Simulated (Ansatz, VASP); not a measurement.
Two plane-wave programs on Hg3S

Contents of INCAR:

```
SYSTEM = Hg3S
PREC = Accurate ; ENCUT = 520
EDIFF = 1E-6 ; ISMEAR = 0
SIGMA = 0.1 ; LREAL = .False.
LASPH = .True. ; NELM = 80
ALGO = Normal ; ISIF = 2
LWAVE = .False. ; LCHARG = .False.
GGA = PE ; NBANDS = 29
```

File KPOINTS:

```
regular mesh
0
Gamma
  4 4 4
  0 0 0
```

Contents of POSCAR:

```
Hg3S
1.0
    4.5303153072      0.0000000000      0.0000000000
    0.0000000000      4.5303153072      0.0000000000
    0.0000000000      0.0000000000      4.4837499889
Hg S
3 1
Direct
    0.0000000000      0.5000000000      0.5000000000
    0.5000000000      0.0000000000      0.5000000000
    0.5000000000      0.5000000000      0.0000000000
    0.0000000000      0.0000000000      0.0000000000
```

Input for Ansatz:

```yaml
crystal:
  lattice:
    - [4.5303153072, 0.0, 0.0]
    - [0.0, 4.5303153072, 0.0]
    - [0.0, 0.0, 4.4837499889]
  atoms:
    - { symbol: Hg, position: [0.0, 0.5, 0.5] }
    - { symbol: Hg, position: [0.5, 0.0, 0.5] }
    - { symbol: Hg, position: [0.5, 0.5, 0.0] }
    - { symbol: S, position: [0.0, 0.0, 0.0] }
basis:
  ecutwfc: 420
kpoints:
  mp_grid: { grid: [4, 4, 4] }
hamiltonian:
  xc: pbe
scf:
  occupations: { method: gaussian, width: 0.1 }
  lower_state_search: "off"
output:
  forces: true
  stress: true
  eigenvalues: true
```

Alike in both runs: task single point; functional PBE; k mesh 4 × 4 × 4; occupations gaussian, width 0.1 eV; no spin polarisation.

|  | VASP | Ansatz |
| --- | --- | --- |
| version | VASP 6.6.1 | Ansatz 0.2.0 |
| potentials or method | VASP PAW PBE potentials, release 64 (Hg, S), cutoff 520 eV | scalar-relativistic, plane waves, PAW |
| valence electrons in the cell | 42 | 66 |

Ansatz gave:

```
gap on the k mesh at the Fermi level (eV)                     : none
pressure (GPa)                                                : 0.3
traceless stress, the component that is largest in VASP (GPa) : 0.10
```

**Question.** Which values does VASP return?

**Answer.** gap on the k mesh at the Fermi level (eV): none; pressure (GPa): 0.5; traceless stress, the component that is largest in VASP (GPa): 0.11.

A gap of «none» marks a metal or a gap that the smearing closes. With one functional, cell and mesh, what is left measures potentials, basis and numerics. VASP's potentials hold 42 valence electrons a cell and Ansatz's 66, so a difference there can come from the potentials and not from the codes.

Neither program's run includes spin-orbit coupling.
